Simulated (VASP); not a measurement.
# Sn (C2/m) in VASP: single point with PBEsol

Aim: the single point of Sn with PBEsol.

Everything below comes from runs of VASP 6.6.1. Logs are shortened: lines on timing, memory, paths and dates and some standing lists are left out, and cuts for length are marked.

## (1) The cell of the first run

The structure is monoclinic, space group C2/m (No. 12). The conventional cell has a = 8.501 Å, b = 4.417 Å, c = 4.845 Å, α = 90.00°, β = 122.98°, γ = 90.00°. Within 3.7 Å of Sn (site symmetry m) lie 4 Sn at 2.82 to 3.12 Å.

## (2) Single point, PBEsol (strained and its atoms moved)

INCAR

```
PREC = Accurate ; ENCUT = 520
EDIFF = 1E-6 ; ISMEAR = 0
SIGMA = 0.1 ; LREAL = False
LASPH = True ; NELM = 60
ALGO = Normal ; ISIF = 2
LWAVE = False ; LCHARG = False
GGA = PS ; NBANDS = 21
```

KPOINTS

```
Automatic mesh
0
Gamma
  10 10 10
```

POSCAR

```
Sn
1.0
   -0.0753628320      3.4258606240      3.4258606240
    3.5290057920      0.1135960000      3.2369017920
    3.5290057920      3.2369017920      0.1135960000
Sn
2
Direct
    0.5079189874      0.4979117704      0.4979117704
    0.7420810126      0.7520882296      0.7520882296
```

Potentials or basis: VASP PAW PBE potentials, release 64 (Sn_d).

On the command line:

```sh
$ cat potpaw_PBE.64/Sn_d/POTCAR > POTCAR
$ mpirun -np 1 vasp_std > vasp.out
```

OUTCAR:

```text
PREC = Accurate
   ENCUT = 520
   EDIFF = 1E-6
   ISMEAR = 0
   LREAL = False
   LASPH = True
   NELM = 60
   ISIF = 2
   GGA = PS

 ion  position               nearest neighbor table
   1  0.508  0.498  0.498-   2 2.82   2 2.82   2 2.94   2 3.12
   2  0.742  0.752  0.752-   1 2.82   1 2.82   1 2.94   1 3.12

  LATTYP: Found a base centered monoclinic cell.
 ALAT       =     8.5010116121
 B/A-ratio  =     0.5195877399
 C/A-ratio  =     0.5699891826
 COS(beta)  =    -0.5444024506

  Lattice vectors:

 A1 = (  -3.5290057920,  -0.1135960000,  -3.2369017920)
 A2 = (  -3.5290057920,  -3.2369017920,  -0.1135960000)
 A3 = (  -0.0753628320,   3.4258606240,   3.4258606240)

Analysis of symmetry for initial positions (statically):
=====================================================================
 Subroutine PRICEL returns:
 Original cell was already a primitive cell.

 Routine SETGRP: Setting up the symmetry group for a
 base centered monoclinic supercell.

 Subroutine GETGRP returns: Found  4 space group operations
 (whereof  2 operations were pure point group operations)
 out of a pool of  4 trial point group operations.

The static configuration has the point symmetry C_1h.
 The point group associated with its full space group is C_2h.

Analysis of symmetry for dynamics (positions and initial velocities):
=====================================================================
 Subroutine PRICEL returns:
 Original cell was already a primitive cell.

 Routine SETGRP: Setting up the symmetry group for a
 base centered monoclinic supercell.

 Subroutine GETGRP returns: Found  4 space group operations
 (whereof  2 operations were pure point group operations)
 out of a pool of  4 trial point group operations.

The dynamic configuration has the point symmetry C_1h.
 The point group associated with its full space group is C_2h.

 Subroutine INISYM returns: Found  4 space group operations
 (whereof  2 operations are pure point group operations),
 and found     1 'primitive' translations

----------------------------------------------------------------------------------------

                                     Primitive cell

  volume of cell :      76.3094

  direct lattice vectors                    reciprocal lattice vectors
    -0.075362832  3.425860624  3.425860624    -0.137134135  0.144440375  0.144440375
     3.529005792  0.113596000  3.236901792     0.140218696 -0.158544510  0.161629071
     3.529005792  3.236901792  0.113596000     0.140218696  0.161629071 -0.158544510

  length of vectors
     4.845484660  4.790022875  4.790022875     0.246032141  0.266311098  0.266311098

  position of ions in fractional coordinates (direct lattice)
     0.507918987  0.497911770  0.497911770
     0.742081013  0.752088230  0.752088230

  ion indices of the primitive-cell ions
   primitive index   ion index
                 1           1
                 2           2

----------------------------------------------------------------------------------------

 KPOINTS: Automatic mesh

Automatic generation of k-mesh.
 Grid dimensions read from file:
 generate k-points for:   10   10   10

 Generating k-lattice:

  Cartesian coordinates                     Fractional coordinates (reciprocal lattice)
    -0.013713413  0.014444037  0.014444037     0.100000000 -0.000000000 -0.000000000
     0.014021870 -0.015854451  0.016162907    -0.000000000  0.100000000  0.000000000
     0.014021870  0.016162907 -0.015854451    -0.000000000  0.000000000  0.100000000

  Length of vectors
     0.024603214  0.026631110  0.026631110

  Shift w.r.t. Gamma in fractional coordinates (k-lattice)
     0.000000000  0.000000000  0.000000000

 Subroutine IBZKPT returns following result:
 ===========================================

 Found    282 irreducible k-points:

 Following reciprocal coordinates:
            Coordinates               Weight
  0.000000  0.000000  0.000000      1.000000
  0.100000  0.000000  0.000000      2.000000
  0.200000  0.000000  0.000000      2.000000
  0.300000  0.000000 -0.000000      2.000000
  0.400000 -0.000000 -0.000000      2.000000
  0.500000 -0.000000  0.000000      1.000000
[... 16 lines left out ...]
 -0.400000  0.200000 -0.000000      4.000000
 -0.300000  0.200000  0.000000      4.000000
 [... further k-points ...]
   k-points           NKPTS =    282   k-points in BZ     NKDIM =    282   number of bands    NBANDS=     21
   number of dos      NEDOS =    301   number of ions     NIONS =      2
   total plane-waves  NPLWV =  46656
   dimension x,y,z NGX =    36 NGY =   36 NGZ =   36
   dimension x,y,z NGXF=    72 NGYF=   72 NGZF=   72
   ions per type =               2
   NGX,Y,Z   is equivalent  to a cutoff of  12.35, 12.49, 12.49 a.u.
   NGXF,Y,Z  is equivalent  to a cutoff of  24.70, 24.99, 24.99 a.u.
 SYSTEM =  unknown system
   PREC   = accura    normal or accurate (medium, high low for compatibility)
   ISTART =      0    job   : 0-new  1-cont  2-samecut
   ICHARG =      2    charge: 1-file 2-atom 10-const
   ISPIN  =      1    spin polarized calculation?
   LNONCOLLINEAR =      F non collinear calculations
   LSORBIT =      F    spin-orbit coupling
   LASPH  =      T    aspherical Exc in radial PAW
   ENCUT  =  520.0 eV  38.22 Ry    6.18 a.u.   9.01  8.91  8.91*2*pi/ulx,y,z
   NELM   =     60;   NELMIN=  2; NELMDL= -5     # of ELM steps
   EDIFF  = 0.1E-05   stopping-criterion for ELM
   LREAL  =      F    real-space projection
   EDIFFG = 0.1E-04   stopping-criterion for IOM
   NSW    =      0    number of steps for IOM
   IBRION =     -1    ionic relax: 0-MD 1-quasi-New 2-CG
   NFREE  =      0    steps in history (QN), initial steepest desc. (CG)
   ISIF   =      2    stress and relaxation
   ISYM   =      2    0-nonsym 1-usesym 2-fastsym
   POTIM  = 0.5000    time-step for ionic-motion
   TEBEG  =    0.0;   TEEND  =   0.0 temperature during run
   PSTRESS=    0.0 pullay stress
   NELECT =      28.0000    total number of electrons
   NUPDOWN=      -1.0000    fix difference up-down
   EMIN   =  10.00;   EMAX   =-10.00  energy-range for DOS
   EFERMI =   0.00;   METHOD = LEGACY
   ISMEAR =     0;   SIGMA  =   0.10  broadening in eV -4-tet -1-fermi 0-gaus
   EFERMI_NEDOS =   21; number of points for ismear=-14 and -15
   IALGO  =     38    algorithm
   IMIX   =      4    mixing-type and parameters
     AMIX     =   0.40;   BMIX     =  1.00
     AMIX_MAG =   1.60;   BMIX_MAG =  1.00
  volume/ion in A,a.u.               =      38.15       257.48
  Fermi-wavevector in a.u.,A,eV,Ry     =   1.172019  2.214795 18.689359  1.373629
  Thomas-Fermi vector in A             =   2.308454
   LORBIT       =      0    0 simple, 1 ext, 2 COOP (PROOUT), +10 PAW based schemes
   GGA     = PS    functional components
   LHFCALC =     F    Hartree Fock is set to
   AEXX    =    0.0000 exact exchange contribution
   IVDW    =     0    specifies the selected vdW correction
   LEPSILON=     F    determine dielectric tensor
   LRPA    =     F    only Hartree local field effects (RPA)
 non-spin polarized calculation
 Gauss-broadening in eV      SIGMA  =   0.10
  energy-cutoff  :      520.00
  volume of cell :       76.31
 maximum number of plane-waves:      2081
   NGX = 19   NGY = 17   NGZ = 17

 number of electron      27.9999995 magnetization

 Free energy of the ion-electron system (eV)
  ---------------------------------------------------
  ext. energy  EPLUGINS =         0.00000000
  ---------------------------------------------------
  free energy    TOTEN  =        -8.25902917 eV

  energy without entropy =       -8.25787021  energy(sigma->0) =       -8.25844969

 E-fermi :   4.3723     XC(G=0):  -8.5975

 val. band max:        4.2957514851   @ k =   0.1000   0.2000   0.1000
 cond. band min:       4.3732732495   @ k =   0.3000   0.1000   0.1000
 fundamental gap:      0.0775217643
 Fermi energy:         4.3723407968

 k-point     1 :       0.0000    0.0000    0.0000
  band No.  band energies     occupation
      1     -17.1206      2.00000
      2     -17.0447      2.00000
      3     -17.0069      2.00000
      4     -16.9975      2.00000
      5     -16.9841      2.00000
      6     -16.8208      2.00000
[... 13 lines left out ...]
     20      11.3599      0.00000
     21      11.7680      0.00000

 k-point     2 :       0.1000    0.0000    0.0000
  band No.  band energies     occupation
      1     -17.1222      2.00000
      2     -17.0477      2.00000
      3     -17.0039      2.00000
      4     -16.9947      2.00000
      5     -16.9816      2.00000
      6     -16.8234      2.00000
[... 13 lines left out ...]
     20      10.9691      0.00000
     21      12.1355      0.00000

 k-point     3 :       0.2000    0.0000    0.0000
  band No.  band energies     occupation
      1     -17.1261      2.00000
      2     -17.0529      2.00000
      3     -16.9995      2.00000
      4     -16.9878      2.00000
      5     -16.9742      2.00000
      6     -16.8304      2.00000
[... 13 lines left out ...]
     20      10.7977      0.00000
     21      11.9126      0.00000

 k-point     4 :       0.3000    0.0000   -0.0000
  band No.  band energies     occupation
      1     -17.1302      2.00000
      2     -17.0569      2.00000
      3     -16.9974      2.00000
      4     -16.9799      2.00000
      5     -16.9641      2.00000
      6     -16.8394      2.00000
[... 13 lines left out ...]
     20      11.2305      0.00000
     21      11.9697      0.00000

 k-point     5 :       0.4000   -0.0000   -0.0000
  band No.  band energies     occupation
      1     -17.1332      2.00000
      2     -17.0587      2.00000
      3     -16.9971      2.00000
      4     -16.9739      2.00000
      5     -16.9557      2.00000
      6     -16.8471      2.00000
[... 13 lines left out ...]
     20      12.0085      0.00000
     21      12.4907      0.00000
[... 382 lines left out ...]
     20      12.4312      0.00000
     21      12.8796      0.00000

 k-point    22 :       0.5000    0.2000   -0.0000
  band No.  band energies     occupation
      1     -17.1287      2.00000
      2     -17.0718      2.00000
      3     -16.9749      2.00000
      4     -16.9604      2.00000
      5     -16.9240      2.00000
      6     -16.8783      2.00000
[... 13 lines left out ...]
     20      12.6528      0.00000
     21      12.8544      0.00000

 k-point    23 :      -0.4000    0.2000   -0.0000
  band No.  band energies     occupation
      1     -17.1296      2.00000
      2     -17.0729      2.00000
      3     -16.9675      2.00000
      4     -16.9619      2.00000
      5     -16.9360      2.00000
      6     -16.8655      2.00000
[... 13 lines left out ...]
     20      11.6656      0.00000
     21      13.1059      0.00000

 k-point    24 :      -0.3000    0.2000    0.0000
  band No.  band energies     occupation
      1     -17.1270      2.00000
      2     -17.0716      2.00000
      3     -16.9788      2.00000
      4     -16.9618      2.00000
      5     -16.9451      2.00000
      6     -16.8500      2.00000
[... 13 lines left out ...]
     20      11.4093      0.00000
     21      12.9657      0.00000

 [... further k-points ...]

------------------------ aborting loop because EDIFF is reached ----------------------------------------

  FORCE on cell =-STRESS in cart. coord.  units (eV):
  Direction    XX          YY          ZZ          XY          YZ          ZX
  --------------------------------------------------------------------------------------
  -------------------------------------------------------------------------------------
  Total       -1.9157133     -0.6879736     -0.6879736      0.3795779     -1.6686353      0.3795780
  in kB      -40.2219228    -14.4445524    -14.4445524      7.9695401    -35.0343241      7.9695419
  external PRESSURE =     -23.0370092 kB  Pullay stress =       0.0000000 kB

 VOLUME and BASIS-vectors are now :
 -----------------------------------------------------------------------------
  energy-cutoff  :      520.00
  volume of cell :       76.31
      direct lattice vectors                 reciprocal lattice vectors
    -0.075362832  3.425860624  3.425860624    -0.137134135  0.144440375  0.144440375
     3.529005792  0.113596000  3.236901792     0.140218696 -0.158544510  0.161629071
     3.529005792  3.236901792  0.113596000     0.140218696  0.161629071 -0.158544510

 POSITION                                       TOTAL-FORCE (eV/Angst)
 -----------------------------------------------------------------------------------
      3.47599      3.40831      3.40831         0.642845     -0.212337     -0.212337
      5.25232      5.06214      5.06214        -0.642845      0.212337      0.212337
 -----------------------------------------------------------------------------------
    total drift:                               -0.000000     -0.000000     -0.000000

  FREE ENERGIE OF THE ION-ELECTRON SYSTEM (eV)
  ---------------------------------------------------
  free  energy   TOTEN  =        -8.2590291717 eV

  energy  without entropy=       -8.2578702086  energy(sigma->0) =       -8.25844969
```

It took 2.6 min on 1 thread of Intel Xeon Platinum 8488C (Sapphire Rapids), shared host; peak memory 0.47 GiB.

Results:

| Property | Result |
| --- | --- |
| Free energy | -8.2590 eV |
| Pressure | -2.3 GPa |
| Largest force | 0.710 eV/Å |
| Band gap on the k mesh | zero (bands 14 and 15 overlap by 0.78 eV) |

Forces on the atoms (eV/Å):
```
Sn   0.643 -0.212 -0.212
Sn  -0.643  0.212  0.212
```

Stress tensor (GPa, compression positive):
```
-4.02  0.80  0.80
 0.80 -1.44 -3.50
 0.80 -3.50 -1.44
```

Caveat: the cell differs from its parent crystal (strained and its atoms moved); the PAW data sets were made with another functional, which shifts forces and pressure a little; spin-orbit coupling is left out, which moves the levels of the heavy elements.

The gap in the log of VASP goes by the Fermi energy; the results here count the filled bands.